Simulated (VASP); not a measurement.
# C in VASP: single point with PBEsol+D4

Aim: the single point of C with PBEsol+D4.

Everything below comes from runs of VASP 6.6.1. Logs are shortened: lines on timing, memory, paths and dates and some standing lists are left out, and cuts for length are marked.

### 1 The cell of the first run

The cell holds a slab with vacuum, 8 atoms: a = 4.914 Å, b = 4.914 Å, c = 29.402 Å, α = 90.00°, β = 90.00°, γ = 120.00°.

### 2 Single point, PBEsol+D4

INCAR

```
SYSTEM = C
PREC = Accurate
ENCUT = 520
EDIFF = 1E-6
ISMEAR = 0
SIGMA = 0.04
LREAL = .FALSE.
LASPH = .TRUE.
NELM = 120
ALGO = Normal
ISIF = 2
LWAVE = .FALSE.
LCHARG = .FALSE.
LDIPOL = .TRUE.
IDIPOL = 3
DIPOL = 0.5 0.5 0.633
GGA = PS
IVDW = 13
NBANDS = 26
GGA_COMPAT = .FALSE.
NELMDL = -8
```

KPOINTS

```
Automatic mesh
0
G
  9 9 1
  0 0 0
```

POSCAR

```
C
1.0
    4.9137360719      0.0000000000      0.0000000000
   -2.4568680360      4.2554202657      0.0000000000
    0.0000000000      0.0000000000     29.4016863595
C
8
Direct
    0.8332228986     -0.0002124956      0.6326089715
    0.8332312725      0.5001104347      0.6326089715
    0.3333333333      0.0000000000      0.6322099052
    0.3335458289      0.5001020609      0.6326089715
   -0.0002124956      0.8332228986      0.6326089715
    0.0000000000      0.3333333333      0.6322099052
    0.5001104347      0.8332312725      0.6326089715
    0.5001020609      0.3335458289      0.6326089715
```

Potentials or basis: VASP PAW PBE potentials, release 64 (C).

On the command line:

```bash
> cat potpaw_PBE.64/C/POTCAR > POTCAR
> mpirun -np 1 vasp_std > vasp.out
```

OUTCAR:

```text
SYSTEM = C
   PREC = Accurate
   ENCUT = 520
   EDIFF = 1E-6
   ISMEAR = 0
   LREAL = .FALSE.
   LASPH = .TRUE.
   NELM = 120
   ISIF = 2
   GGA = PS
   IVDW = 13
   NELMDL = -8

 ion  position               nearest neighbor table
   1  0.833  1.000  0.633-   7 1.42   5 1.42   6 1.42
   2  0.833  0.500  0.633-   5 1.42   8 1.42   6 1.42
   3  0.333  0.000  0.632-   8 1.42   5 1.42   7 1.42
   4  0.334  0.500  0.633-   8 1.42   7 1.42   6 1.42
   5  1.000  0.833  0.633-   2 1.42   1 1.42   3 1.42
   6  0.000  0.333  0.632-   1 1.42   4 1.42   2 1.42
   7  0.500  0.833  0.633-   1 1.42   4 1.42   3 1.42
   8  0.500  0.334  0.633-   4 1.42   2 1.42   3 1.42

  LATTYP: Found a hexagonal cell.
 ALAT       =     4.9137360719
 C/A-ratio  =     5.9835705315

  Lattice vectors:

 A1 = (   4.9137360719,   0.0000000000,   0.0000000000)
 A2 = (  -2.4568680360,   4.2554202657,   0.0000000000)
 A3 = (   0.0000000000,   0.0000000000,  29.4016863595)

Analysis of symmetry for initial positions (statically):
=====================================================================
 Subroutine PRICEL returns:
 Original cell was already a primitive cell.

 Routine SETGRP: Setting up the symmetry group for a
 hexagonal supercell.

 Subroutine GETGRP returns: Found  6 space group operations
 (whereof  2 operations were pure point group operations)
 out of a pool of 24 trial point group operations.

The static configuration has the point symmetry C_1h.
 The point group associated with its full space group is C_3v.

Analysis of symmetry for dynamics (positions and initial velocities):
=====================================================================
 Subroutine PRICEL returns:
 Original cell was already a primitive cell.

 Routine SETGRP: Setting up the symmetry group for a
 hexagonal supercell.

 Subroutine GETGRP returns: Found  6 space group operations
 (whereof  2 operations were pure point group operations)
 out of a pool of 24 trial point group operations.

The dynamic configuration has the point symmetry C_1h.
 The point group associated with its full space group is C_3v.

 Subroutine INISYM returns: Found  6 space group operations
 (whereof  2 operations are pure point group operations),
 and found     1 'primitive' translations

----------------------------------------------------------------------------------------

                                     Primitive cell

  volume of cell :     614.7896

  direct lattice vectors                    reciprocal lattice vectors
     4.913736072  0.000000000  0.000000000     0.203511134  0.117497208  0.000000000
    -2.456868036  4.255420266  0.000000000     0.000000000  0.234994416  0.000000000
     0.000000000  0.000000000 29.401686360     0.000000000  0.000000000  0.034011655

  length of vectors
     4.913736072  4.913736072 29.401686360     0.234994416  0.234994416  0.034011655

  position of ions in fractional coordinates (direct lattice)
     0.833222899  0.999787504  0.632608971
     0.833231273  0.500110435  0.632608971
     0.333333333  0.000000000  0.632209905
     0.333545829  0.500102061  0.632608971
     0.999787504  0.833222899  0.632608971
     1.000000000  0.333333333  0.632209905
     0.500110435  0.833231273  0.632608971
     0.500102061  0.333545829  0.632608971

  ion indices of the primitive-cell ions
   primitive index   ion index
                 1           1
                 2           2
                 3           3
                 4           4
                 5           5
                 6           6
                 7           7
                 8           8

----------------------------------------------------------------------------------------

 KPOINTS: Automatic mesh

Automatic generation of k-mesh.
 Grid dimensions read from file:
 generate k-points for:    9    9    1

 Generating k-lattice:

  Cartesian coordinates                     Fractional coordinates (reciprocal lattice)
     0.022612348  0.013055245  0.000000000     0.111111111 -0.000000000  0.000000000
     0.000000000  0.026110491  0.000000000     0.000000000  0.111111111  0.000000000
     0.000000000  0.000000000  0.034011655     0.000000000  0.000000000  1.000000000

  Length of vectors
     0.026110491  0.026110491  0.034011655

  Shift w.r.t. Gamma in fractional coordinates (k-lattice)
     0.000000000  0.000000000  0.000000000

 Subroutine IBZKPT returns following result:
 ===========================================

 Found     12 irreducible k-points:

 Following reciprocal coordinates:
            Coordinates               Weight
  0.000000  0.000000  0.000000      1.000000
  0.111111 -0.000000  0.000000      6.000000
  0.222222 -0.000000  0.000000      6.000000
  0.333333  0.000000  0.000000      6.000000
  0.444444 -0.000000  0.000000      6.000000
  0.111111  0.111111  0.000000      6.000000
  0.222222  0.111111  0.000000     12.000000
  0.333333  0.111111  0.000000     12.000000
  0.444444  0.111111  0.000000      6.000000
  0.222222  0.222222  0.000000      6.000000
  0.333333  0.222222  0.000000     12.000000
  0.333333  0.333333  0.000000      2.000000
   k-points           NKPTS =     12   k-points in BZ     NKDIM =     12   number of bands    NBANDS=     26
   number of dos      NEDOS =    301   number of ions     NIONS =      8
   total plane-waves  NPLWV = 358400
   dimension x,y,z NGX =    40 NGY =   40 NGZ =  224
   dimension x,y,z NGXF=    80 NGYF=   80 NGZF=  448
   ions per type =               8
   NGX,Y,Z   is equivalent  to a cutoff of  13.53, 13.53, 12.67 a.u.
   NGXF,Y,Z  is equivalent  to a cutoff of  27.07, 27.07, 25.33 a.u.
 SYSTEM =  C
   PREC   = accura    normal or accurate (medium, high low for compatibility)
   ISTART =      0    job   : 0-new  1-cont  2-samecut
   ICHARG =      2    charge: 1-file 2-atom 10-const
   ISPIN  =      1    spin polarized calculation?
   LNONCOLLINEAR =      F non collinear calculations
   LSORBIT =      F    spin-orbit coupling
   LASPH  =      T    aspherical Exc in radial PAW
   ENCUT  =  520.0 eV  38.22 Ry    6.18 a.u.   9.14  9.14 54.67*2*pi/ulx,y,z
   NELM   =    120;   NELMIN=  2; NELMDL= -8     # of ELM steps
   EDIFF  = 0.1E-05   stopping-criterion for ELM
   LREAL  =      F    real-space projection
   EDIFFG = 0.1E-04   stopping-criterion for IOM
   NSW    =      0    number of steps for IOM
   IBRION =     -1    ionic relax: 0-MD 1-quasi-New 2-CG
   NFREE  =      0    steps in history (QN), initial steepest desc. (CG)
   ISIF   =      2    stress and relaxation
   ISYM   =      2    0-nonsym 1-usesym 2-fastsym
   POTIM  = 0.5000    time-step for ionic-motion
   TEBEG  =    0.0;   TEEND  =   0.0 temperature during run
   PSTRESS=    0.0 pullay stress
   NELECT =      32.0000    total number of electrons
   NUPDOWN=      -1.0000    fix difference up-down
   EMIN   =  10.00;   EMAX   =-10.00  energy-range for DOS
   EFERMI =   0.00;   METHOD = LEGACY
   ISMEAR =     0;   SIGMA  =   0.04  broadening in eV -4-tet -1-fermi 0-gaus
   EFERMI_NEDOS =   21; number of points for ismear=-14 and -15
   IALGO  =     38    algorithm
   IMIX   =      4    mixing-type and parameters
     AMIX     =   0.40;   BMIX     =  1.00
     AMIX_MAG =   1.60;   BMIX_MAG =  1.00
  volume/ion in A,a.u.               =      76.85       518.60
  Fermi-wavevector in a.u.,A,eV,Ry     =   0.611246  1.155087  5.083430  0.373622
  Thomas-Fermi vector in A             =   1.667101
   LORBIT       =      0    0 simple, 1 ext, 2 COOP (PROOUT), +10 PAW based schemes
   GGA     = PS    functional components
   LHFCALC =     F    Hartree Fock is set to
   AEXX    =    0.0000 exact exchange contribution
   IVDW    =    13    specifies the selected vdW correction
   LEPSILON=     F    determine dielectric tensor
   LRPA    =     F    only Hartree local field effects (RPA)
 non-spin polarized calculation
 Gauss-broadening in eV      SIGMA  =   0.04
  energy-cutoff  :      520.00
  volume of cell :      614.79
 maximum number of plane-waves:     16622
 NGX is ok and might be reduce to    40
   NGX = 19   NGY = 19   NGZ =109

 dipolmoment           0.000000      0.000000      0.000006 electrons x Angstroem

 number of electron      32.0000001 magnetization

 dipolmoment           0.000000      0.000000     -0.000003 electrons x Angstroem

 Free energy of the ion-electron system (eV)
  ---------------------------------------------------
  ext. energy  EPLUGINS =         0.00000000
  ---------------------------------------------------
  free energy    TOTEN  =       -77.12593573 eV

  energy without entropy =      -77.12482129  energy(sigma->0) =      -77.12537851

 E-fermi :  -3.2695     XC(G=0):  -1.4887

 val. band max:       -3.2695494072   @ k =   0.3333   0.3333   0.0000
 cond. band min:      -3.2695493493   @ k =   0.3333   0.3333   0.0000
 fundamental gap:      0.0000000579
 Fermi energy:        -3.2695493782

 k-point     1 :       0.0000    0.0000    0.0000
  band No.  band energies     occupation
      1     -22.8427      2.00000
      2     -17.5228      2.00000
      3     -17.5228      2.00000
      4     -17.5024      2.00000
      5     -16.5869      2.00000
      6     -16.5744      2.00000
[... 18 lines left out ...]
     25       2.3082      0.00000
     26       2.6161      0.00000

 k-point     2 :       0.1111   -0.0000    0.0000
  band No.  band energies     occupation
      1     -22.7693      2.00000
      2     -18.3102      2.00000
      3     -17.7643      2.00000
      4     -17.7551      2.00000
      5     -16.2152      2.00000
      6     -16.2113      2.00000
[... 18 lines left out ...]
     25       2.4099      0.00000
[... 260 lines left out ...]
     25       3.5582      0.00000
     26       3.7017      0.00000

 k-point    12 :       0.3333    0.3333    0.0000
  band No.  band energies     occupation
      1     -20.8924      2.00000
      2     -20.8756      2.00000
      3     -20.8756      2.00000
      4     -15.8364      2.00000
      5     -15.8364      2.00000
      6     -13.9536      2.00000
[... 18 lines left out ...]
     25       3.5862      0.00000
     26       3.5863      0.00000

------------------------ aborting loop because EDIFF is reached ----------------------------------------

 vacuum level on the upper side and lower side of the slab       (xc-potential included)        -0.006        -0.006

  DFT-D4 for vdW energy calculation

  Edisp (eV):   -0.39083

  FORCE on cell =-STRESS in cart. coord.  units (eV):
  Direction    XX          YY          ZZ          XY          YZ          ZX
  --------------------------------------------------------------------------------------
  -------------------------------------------------------------------------------------
  Total       0.48970     0.48970    -0.04563    -0.00000    -0.00000     0.00000
  in kB       1.27617     1.27617    -0.11892    -0.00000    -0.00000     0.00000
  external pressure =        0.81 kB  Pullay stress =        0.00 kB

 VOLUME and BASIS-vectors are now :
 -----------------------------------------------------------------------------
  energy-cutoff  :      520.00
  volume of cell :      614.79
      direct lattice vectors                 reciprocal lattice vectors
     4.913736072  0.000000000  0.000000000     0.203511134  0.117497208  0.000000000
    -2.456868036  4.255420266  0.000000000     0.000000000  0.234994416  0.000000000
     0.000000000  0.000000000 29.401686360     0.000000000  0.000000000  0.034011655

 POSITION                                       TOTAL-FORCE (eV/Angst)
 -----------------------------------------------------------------------------------
      1.63789      4.25452     18.59977         0.001851      0.075348     -0.051163
      2.86557      2.12818     18.59977         0.064328     -0.039277     -0.051163
      1.63791      0.00000     18.58804        -0.000000      0.000000      0.153489
      0.41027      2.12814     18.59977        -0.066179     -0.036071     -0.051163
      2.86557      3.54571     18.59977         0.064328      0.039277     -0.051163
     -0.81896      1.41847     18.58804        -0.000000      0.000000      0.153489
      0.41027      3.54575     18.59977        -0.066179      0.036071     -0.051163
      1.63789      1.41938     18.59977         0.001851     -0.075348     -0.051163
 -----------------------------------------------------------------------------------
    total drift:                               -0.000041     -0.000071      0.000239

  FREE ENERGIE OF THE ION-ELECTRON SYSTEM (eV)
  ---------------------------------------------------
  free  energy   TOTEN  =       -77.5167660330 eV

  energy  without entropy=      -77.5156515844  energy(sigma->0) =      -77.51620881

 vacuum level on the upper side and lower side of the slab         1.024         1.024
```

Run time: 8.5 min. Hardware: 1 thread of AMD EPYC 7R43 (Zen 3), shared host; peak memory 0.7 GiB.

What came out:

```
Free energy                : -77.5168 eV
Largest force              : 0.153 eV/Å
Band gap on the k mesh     : zero (filled and empty bands touch)
Dispersion energy per atom : -0.049 eV
```

Forces on the atoms (eV/Å):
```
C    0.002  0.075 -0.051
C    0.064 -0.039 -0.051
C    0.000  0.000  0.153
C   -0.066 -0.036 -0.051
C    0.064  0.039 -0.051
C    0.000  0.000  0.153
C   -0.066  0.036 -0.051
C    0.002 -0.075 -0.051
```

Levels at points of the mesh, in eV from the Fermi level:
```csv
k point,band 12,band 13,band 14,band 15,band 16,band 17,band 18,band 19,band 20,band 21
"(0.00, 0.00, 0.00)",-3.00,-3.00,-2.39,-2.39,-2.38,1.65,1.66,1.66,3.37,4.13
```

Caveat: the PAW data sets were made with another functional, which shifts forces and pressure a little.
